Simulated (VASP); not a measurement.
# YB26P27 (a cell with a defect) in VASP: electric field gradients with PBE

Aim: the electric field gradients of YB26P27 (a cell with a defect) with PBE.

All numbers are computed with VASP 6.6.1; they aren't measurements. Logs are shortened: lines on timing, memory, paths and dates and some standing lists are left out, and cuts for length are marked.

### 1 The cell of the first run

The cell holds a defect, 54 atoms: a = 9.627 Å, b = 9.627 Å, c = 9.627 Å, α = 60.00°, β = 60.00°, γ = 60.00°.

### 2 Electric field gradients, PBE

Input file INCAR:

```
SYSTEM = YB26P27
  PREC = Accurate
  ENCUT = 520
  EDIFF = 1E-8
  ISMEAR = -1
  SIGMA = 0.01
  LREAL = Auto
  LASPH = .TRUE.
  NELM = 80
  ALGO = Normal
  ISIF = 2
  LWAVE = .FALSE.
  LCHARG = .FALSE.
  GGA = PE
  LEFG = .TRUE.
  NBANDS = 145
  LUSENCCL = .FALSE.
```

Input file KPOINTS:

```
regular mesh
0
G
  3 3 3
  0 0 0
```

Input file POSCAR:

```
YB26P27
1.0
    0.0000000000      6.8070000000      6.8070000000
    6.8070000000      0.0000000000      6.8070000000
    6.8070000000      6.8070000000      0.0000000000
Y B P
1 26 27
Direct
    0.0000000000      0.0000000000      0.0000000000
    0.0000000000      0.0000000000      0.3333333333
    0.0000000000      0.0000000000      0.6666666667
    0.0000000000      0.3333333333      0.0000000000
    0.0000000000      0.3333333333      0.3333333333
    0.0000000000      0.3333333333      0.6666666667
    0.0000000000      0.6666666667      0.0000000000
    0.0000000000      0.6666666667      0.3333333333
    0.0000000000      0.6666666667      0.6666666667
    0.3333333333      0.0000000000      0.0000000000
    0.3333333333      0.0000000000      0.3333333333
    0.3333333333      0.0000000000      0.6666666667
    0.3333333333      0.3333333333      0.0000000000
    0.3333333333      0.3333333333      0.3333333333
    0.3333333333      0.3333333333      0.6666666667
    0.3333333333      0.6666666667      0.0000000000
    0.3333333333      0.6666666667      0.3333333333
    0.3333333333      0.6666666667      0.6666666667
    0.6666666667      0.0000000000      0.0000000000
    0.6666666667      0.0000000000      0.3333333333
    0.6666666667      0.0000000000      0.6666666667
    0.6666666667      0.3333333333      0.0000000000
    0.6666666667      0.3333333333      0.3333333333
    0.6666666667      0.3333333333      0.6666666667
    0.6666666667      0.6666666667      0.0000000000
    0.6666666667      0.6666666667      0.3333333333
    0.6666666667      0.6666666667      0.6666666667
    0.0833333333      0.0833333333      0.0833333333
    0.0833333333      0.0833333333      0.4166666667
    0.0833333333      0.0833333333      0.7500000000
    0.0833333333      0.4166666667      0.0833333333
    0.0833333333      0.4166666667      0.4166666667
    0.0833333333      0.4166666667      0.7500000000
    0.0833333333      0.7500000000      0.0833333333
    0.0833333333      0.7500000000      0.4166666667
    0.0833333333      0.7500000000      0.7500000000
    0.4166666667      0.0833333333      0.0833333333
    0.4166666667      0.0833333333      0.4166666667
    0.4166666667      0.0833333333      0.7500000000
    0.4166666667      0.4166666667      0.0833333333
    0.4166666667      0.4166666667      0.4166666667
    0.4166666667      0.4166666667      0.7500000000
    0.4166666667      0.7500000000      0.0833333333
    0.4166666667      0.7500000000      0.4166666667
    0.4166666667      0.7500000000      0.7500000000
    0.7500000000      0.0833333333      0.0833333333
    0.7500000000      0.0833333333      0.4166666667
    0.7500000000      0.0833333333      0.7500000000
    0.7500000000      0.4166666667      0.0833333333
    0.7500000000      0.4166666667      0.4166666667
    0.7500000000      0.4166666667      0.7500000000
    0.7500000000      0.7500000000      0.0833333333
    0.7500000000      0.7500000000      0.4166666667
    0.7500000000      0.7500000000      0.7500000000
```

Potentials or basis: VASP PAW PBE potentials, release 64 (Y_sv, B, P).

The run is started by

```sh
> cat potpaw_PBE.64/Y_sv/POTCAR potpaw_PBE.64/B/POTCAR potpaw_PBE.64/P/POTCAR > POTCAR
> mpirun -np 1 vasp_std > vasp.out
```

OUTCAR:

```text
SYSTEM = YB26P27
   PREC = Accurate
   ENCUT = 520
   EDIFF = 1E-8
   ISMEAR = -1
   LREAL = Auto
   LASPH = .TRUE.
   NELM = 80
   ISIF = 2
   GGA = PE

 ion  position               nearest neighbor table
   1  0.000  0.000  0.000-  28 1.97  30 1.97  34 1.97  46 1.97   7 3.21   8 3.21  10 3.21  12 3.21
                            16 3.21  19 3.21  20 3.21  22 3.21   2 3.21   3 3.21   4 3.21   6 3.21
   2  0.000  0.000  0.333-  28 1.97  29 1.97  35 1.97  47 1.97   1 3.21
   3  0.000  0.000  0.667-  30 1.97  29 1.97  36 1.97  48 1.97   1 3.21
   4  0.000  0.333  0.000-  28 1.97  31 1.97  33 1.97  49 1.97   1 3.21
   5  0.000  0.333  0.333-  50 1.97  31 1.97  29 1.97  32 1.97
   6  0.000  0.333  0.667-  30 1.97  32 1.97  33 1.97  51 1.97   1 3.21
   7  0.000  0.667  0.000-  34 1.97  31 1.97  36 1.97  52 1.97   1 3.21
   8  0.000  0.667  0.333-  32 1.97  34 1.97  35 1.97  53 1.97   1 3.21
   9  0.000  0.667  0.667-  36 1.97  35 1.97  33 1.97  54 1.97
  10  0.333  0.000  0.000-  28 1.97  37 1.97  39 1.97  43 1.97   1 3.21
  11  0.333  0.000  0.333-  44 1.97  37 1.97  29 1.97  38 1.97
  12  0.333  0.000  0.667-  30 1.97  38 1.97  39 1.97  45 1.97   1 3.21
  13  0.333  0.333  0.000-  42 1.97  37 1.97  31 1.97  40 1.97
  14  0.333  0.333  0.333-  32 1.97  38 1.97  40 1.97  41 1.97
  15  0.333  0.333  0.667-  41 1.97  39 1.97  33 1.97  42 1.97
  16  0.333  0.667  0.000-  34 1.97  40 1.97  43 1.97  45 1.97   1 3.21
  17  0.333  0.667  0.333-  41 1.97  35 1.97  43 1.97  44 1.97
  18  0.333  0.667  0.667-  36 1.97  42 1.97  44 1.97  45 1.97
[... 34 lines left out ...]
  53  0.750  0.750  0.417-   8 1.97  20 1.97  26 1.97  27 1.97
  54  0.750  0.750  0.750-  27 1.97  21 1.97  25 1.97   9 1.97

  LATTYP: Found a face centered cubic cell.
 ALAT       =    13.6140000000

  Lattice vectors:

 A1 = (   0.0000000000,   6.8070000000,   6.8070000000)
 A2 = (   6.8070000000,   0.0000000000,   6.8070000000)
 A3 = (   6.8070000000,   6.8070000000,   0.0000000000)

Analysis of symmetry for initial positions (statically):
=====================================================================
 Subroutine PRICEL returns:
 Original cell was already a primitive cell.

 Routine SETGRP: Setting up the symmetry group for a
 face centered cubic supercell.

 Subroutine GETGRP returns: Found 24 space group operations
 (whereof 24 operations were pure point group operations)
 out of a pool of 48 trial point group operations.

The static configuration has the point symmetry T_d .

Analysis of symmetry for dynamics (positions and initial velocities):
=====================================================================
 Subroutine PRICEL returns:
 Original cell was already a primitive cell.

 Routine SETGRP: Setting up the symmetry group for a
 face centered cubic supercell.

 Subroutine GETGRP returns: Found 24 space group operations
 (whereof 24 operations were pure point group operations)
 out of a pool of 48 trial point group operations.

The dynamic configuration has the point symmetry T_d .

 Subroutine INISYM returns: Found 24 space group operations
 (whereof 24 operations are pure point group operations),
 and found     1 'primitive' translations

----------------------------------------------------------------------------------------

                                     Primitive cell

  volume of cell :     630.8081

  direct lattice vectors                    reciprocal lattice vectors
     0.000000000  6.807000000  6.807000000    -0.073453798  0.073453798  0.073453798
     6.807000000  0.000000000  6.807000000     0.073453798 -0.073453798  0.073453798
     6.807000000  6.807000000  0.000000000     0.073453798  0.073453798 -0.073453798

  length of vectors
     9.626551719  9.626551719  9.626551719     0.127225709  0.127225709  0.127225709

  position of ions in fractional coordinates (direct lattice)
     0.000000000  0.000000000  0.000000000
     0.000000000  0.000000000  0.333333333
     0.000000000  0.000000000  0.666666667
[... 170 lines left out ...]
   NELECT =     224.0000    total number of electrons
   NUPDOWN=      -1.0000    fix difference up-down
   EMIN   =  10.00;   EMAX   =-10.00  energy-range for DOS
   EFERMI =   0.00;   METHOD = LEGACY
   ISMEAR =    -1;   SIGMA  =   0.01  broadening in eV -4-tet -1-fermi 0-gaus
   EFERMI_NEDOS =   21; number of points for ismear=-14 and -15
   IALGO  =     38    algorithm
   IMIX   =      4    mixing-type and parameters
     AMIX     =   0.40;   BMIX     =  1.00
     AMIX_MAG =   1.60;   BMIX_MAG =  1.00
  volume/ion in A,a.u.               =      11.68        78.83
  Fermi-wavevector in a.u.,A,eV,Ry     =   1.159289  2.190739 18.285567  1.343951
  Thomas-Fermi vector in A             =   2.295883
   LORBIT       =      0    0 simple, 1 ext, 2 COOP (PROOUT), +10 PAW based schemes
   GGA     = PE    functional components
   LHFCALC =     F    Hartree Fock is set to
   AEXX    =    0.0000 exact exchange contribution
   IVDW    =     0    specifies the selected vdW correction
   LEPSILON=     F    determine dielectric tensor
   LRPA    =     F    only Hartree local field effects (RPA)
 non-spin polarized calculation
  energy-cutoff  :      520.00
  volume of cell :      630.81
 maximum number of plane-waves:     17033
   NGX = 35   NGY = 35   NGZ = 35

 number of electron     224.0000004 magnetization

 Free energy of the ion-electron system (eV)
  ---------------------------------------------------
  ext. energy  EPLUGINS =         0.00000000
  ---------------------------------------------------
  free energy    TOTEN  =      -329.95809200 eV

  energy without entropy =     -329.95809200  energy(sigma->0) =     -329.95809200

 E-fermi :   7.5543     XC(G=0): -10.9938

 val. band max:        7.3246674493   @ k =   0.0000   0.0000   0.0000
 cond. band min:       7.9266402982   @ k =   0.0000   0.0000   0.0000
 fundamental gap:      0.6019728489
 Fermi energy:         7.5543010553

 k-point     1 :       0.0000    0.0000    0.0000
  band No.  band energies     occupation
      1     -32.9421      2.00000
      2     -14.4336      2.00000
      3     -14.4336      2.00000
      4     -14.4336      2.00000
      5      -7.8732      2.00000
      6      -6.0319      2.00000
[... 497 lines left out ...]
    123      10.7067      0.00000
    124      10.7604      0.00000
 [bands above 124 left out]

------------------------ aborting loop because EDIFF is reached ----------------------------------------

  FORCE on cell =-STRESS in cart. coord.  units (eV):
  Direction    XX          YY          ZZ          XY          YZ          ZX
  --------------------------------------------------------------------------------------
  -------------------------------------------------------------------------------------
  Total       48.1655574     48.1655574     48.1655574     -0.0000000      0.0000000      0.0000000
  in kB      122.3347743    122.3347743    122.3347743     -0.0000000      0.0000000      0.0000000
  external PRESSURE =     122.3347743 kB  Pullay stress =       0.0000000 kB

 VOLUME and BASIS-vectors are now :
 -----------------------------------------------------------------------------
  energy-cutoff  :      520.00
  volume of cell :      630.81
      direct lattice vectors                 reciprocal lattice vectors
     0.000000000  6.807000000  6.807000000    -0.073453798  0.073453798  0.073453798
     6.807000000  0.000000000  6.807000000     0.073453798 -0.073453798  0.073453798
     6.807000000  6.807000000  0.000000000     0.073453798  0.073453798 -0.073453798

 POSITION                                       TOTAL-FORCE (eV/Angst)
 -----------------------------------------------------------------------------------
      0.00000      0.00000      0.00000        -0.000000     -0.000000      0.000000
      2.26900      2.26900      0.00000         0.223838      0.223838     -0.077723
      4.53800      4.53800      0.00000        -0.223838     -0.223838     -0.077723
      2.26900      0.00000      2.26900         0.223838     -0.077723      0.223838
      4.53800      2.26900      2.26900         0.008588     -0.008588     -0.008588
      6.80700      4.53800      2.26900         0.077723     -0.223838      0.223838
[... 46 lines left out ...]
      7.94150      7.94150     10.21050        -0.015998     -0.015998     -0.013678
     10.21050     10.21050     10.21050        -0.000000     -0.000000      0.000000
 -----------------------------------------------------------------------------------
    total drift:                                0.000002      0.000002      0.000003

  FREE ENERGIE OF THE ION-ELECTRON SYSTEM (eV)
  ---------------------------------------------------
  free  energy   TOTEN  =      -329.9580920037 eV

  energy  without entropy=     -329.9580920037  energy(sigma->0) =     -329.95809200

 Electric field gradients (V/A^2)
---------------------------------------------------------------------
 ion       V_xx      V_yy      V_zz      V_xy      V_xz      V_yz
---------------------------------------------------------------------
   1      -0.000    -0.000    -0.000    -0.000    -0.000    -0.000
   2       0.641     0.641    -1.282     2.440    -1.310    -1.310
   3       0.641     0.641    -1.282     2.440     1.310     1.310
   4       0.641    -1.282     0.641    -1.310     2.440    -1.310
   5      -0.000     0.000     0.000    -0.008    -0.008     0.008
   6      -1.282     0.641     0.641    -1.310     1.310    -2.440
[... 46 lines left out ...]
  53       0.769     0.769    -1.537    -1.685    -0.393    -0.393
  54      -0.000     0.000     0.000    -0.000    -0.000    -0.000
---------------------------------------------------------------------

 Electric field gradients after diagonalization (V/A^2)
 (convention: |V_zz| > |V_xx| > |V_yy|)
----------------------------------------------------------------------
 ion       V_xx      V_yy      V_zz     asymmetry (V_yy - V_xx)/ V_zz
----------------------------------------------------------------------
   1       0.000     0.000    -0.000       0.000
   2      -1.963    -1.799     3.762       0.043
   3      -1.963    -1.799     3.762       0.043
   4      -1.963    -1.799     3.762       0.043
   5      -0.008    -0.008     0.015       0.007
   6      -1.963    -1.799     3.762       0.043
[... 46 lines left out ...]
  53      -1.863    -0.590     2.453       0.519
  54       0.000     0.000    -0.000       0.000
----------------------------------------------------------------------

           NMR quadrupolar parameters

 Cq : quadrupolar parameter    Cq=e*Q*V_zz/h
 eta: asymmetry parameters     (V_yy - V_xx)/ V_zz
 Q  : nuclear electric quadrupole moment in mb (millibarn)
----------------------------------------------------------------------
 ion       Cq(MHz)       eta       Q (mb)
----------------------------------------------------------------------
   1      -0.000       0.000       1.000
   2       0.009       0.043       1.000
   3       0.009       0.043       1.000
   4       0.009       0.043       1.000
   5       0.000       0.007       1.000
   6       0.009       0.043       1.000
[... 46 lines left out ...]
  53       0.006       0.519       1.000
  54      -0.000       0.000       1.000
----------------------------------------------------------------------
```

It took 2.8 min on 1 × NVIDIA H100 80GB with 1 thread of AMD EPYC 7R13 (Zen 3), shared host; peak memory 1.7 GiB.

Results:

```yaml
Free_energy: -329.9581 eV
Pressure: 12.2 GPa
Largest_force: 15.366 eV/Å
Band_gap_on_the_k_mesh: 0.60 eV
Largest_electric_field_gradient_by_atom: Y +0.0; B +3.8, +0.0, -0.1 (each value once); P -84.6, +9.0, +2.5, -1.3, +0.0 (each value once) V/Å²
```

Forces on the atoms (eV/Å):
```
Y    0.000  0.000  0.000
B    0.224  0.224 -0.078
B   -0.224 -0.224 -0.078
B    0.224 -0.078  0.224
B    0.009 -0.009 -0.009
B    0.078 -0.224  0.224
B   -0.224 -0.078 -0.224
B    0.078  0.224 -0.224
B    0.003 -0.003 -0.003
B   -0.078  0.224  0.224
B   -0.009  0.009 -0.009
B   -0.224  0.078  0.224
B   -0.009 -0.009  0.009
B    0.009  0.009  0.009
B    0.000  0.000 -0.010
B   -0.224  0.224  0.078
B    0.000 -0.010  0.000
B    0.010  0.000  0.000
B   -0.078 -0.224 -0.224
B    0.224  0.078 -0.224
B   -0.003  0.003 -0.003
B    0.224 -0.224  0.078
B   -0.010  0.000  0.000
B    0.000  0.010  0.000
B   -0.003 -0.003  0.003
B    0.000  0.000  0.010
B    0.003  0.003  0.003
P    8.871  8.871  8.871
P    0.000  0.000 -0.027
P   -8.871 -8.871  8.871
P    0.000 -0.027  0.000
P    0.027  0.000  0.000
P   -0.016  0.016  0.014
P   -8.871  8.871 -8.871
P   -0.016  0.014  0.016
P   -0.014  0.016  0.016
P   -0.027  0.000  0.000
P    0.000  0.027  0.000
P    0.016 -0.016  0.014
P    0.000  0.000  0.027
P   -0.015 -0.015 -0.015
P    0.015  0.015 -0.015
P    0.016  0.014 -0.016
P    0.015 -0.015  0.015
P   -0.014 -0.016 -0.016
P    8.871 -8.871 -8.871
P    0.014 -0.016  0.016
P    0.016 -0.014  0.016
P    0.014  0.016 -0.016
P   -0.015  0.015  0.015
P   -0.016 -0.014 -0.016
P    0.016  0.016 -0.014
P   -0.016 -0.016 -0.014
P    0.000  0.000  0.000
```

Levels at points of the mesh, in eV from the valence-band top:
| k point | band 109 | band 110 | band 111 | band 112 | band 113 | band 114 | band 115 | band 116 |
| --- | --- | --- | --- | --- | --- | --- | --- | --- |
| (0.00, 0.00, 0.00) | -0.66 | 0.00 | 0.00 | 0.00 | 0.60 | 0.60 | 1.79 | 1.85 |

Electric field gradients, principal values (V/Å²):
```
atom   least  middle  greatest (by size)
 1 Y   0.000   0.000               0.000
 2 B  -1.799  -1.963               3.762
 3 B  -1.799  -1.963               3.762
 4 B  -1.799  -1.963               3.762
 5 B  -0.008  -0.008               0.015
 6 B  -1.799  -1.963               3.762
 7 B  -1.799  -1.963               3.762
 8 B  -1.799  -1.963               3.762
 9 B   0.057   0.057              -0.115
10 B  -1.799  -1.963               3.762
11 B  -0.008  -0.008               0.015
12 B  -1.799  -1.963               3.762
13 B  -0.008  -0.008               0.015
14 B  -0.008  -0.008               0.015
15 B   0.001   0.107              -0.108
16 B  -1.799  -1.963               3.762
17 B   0.001   0.107              -0.108
18 B   0.001   0.107              -0.108
19 B  -1.799  -1.963               3.762
20 B  -1.799  -1.963               3.762
21 B   0.057   0.057              -0.115
22 B  -1.799  -1.963               3.762
23 B   0.001   0.107              -0.108
24 B   0.001   0.107              -0.108
25 B   0.057   0.057              -0.115
26 B   0.001   0.107              -0.108
27 B   0.057   0.057              -0.114
28 P  42.296  42.296             -84.592
29 P  -3.356  -5.671               9.027
30 P  42.296  42.296             -84.592
31 P  -3.356  -5.671               9.027
32 P  -3.356  -5.671               9.027
33 P  -0.590  -1.863               2.453
34 P  42.296  42.296             -84.592
35 P  -0.590  -1.863               2.453
36 P  -0.591  -1.863               2.453
37 P  -3.356  -5.671               9.027
38 P  -3.356  -5.671               9.027
39 P  -0.590  -1.863               2.453
40 P  -3.356  -5.671               9.027
41 P   0.673   0.673              -1.345
42 P   0.672   0.673              -1.345
43 P  -0.590  -1.863               2.453
44 P   0.672   0.673              -1.345
45 P  -0.590  -1.863               2.453
46 P  42.296  42.296             -84.592
47 P  -0.590  -1.863               2.453
48 P  -0.591  -1.863               2.453
49 P  -0.590  -1.863               2.453
50 P   0.672   0.673              -1.345
51 P  -0.590  -1.863               2.453
52 P  -0.591  -1.863               2.453
53 P  -0.590  -1.863               2.453
54 P   0.000   0.000               0.000
```

Caveat: semilocal functionals underestimate gaps, and a narrow one can read as zero; without QUAD_EFG the Cq values of the log hold for a quadrupole moment of 1 mb, not for the nuclei.
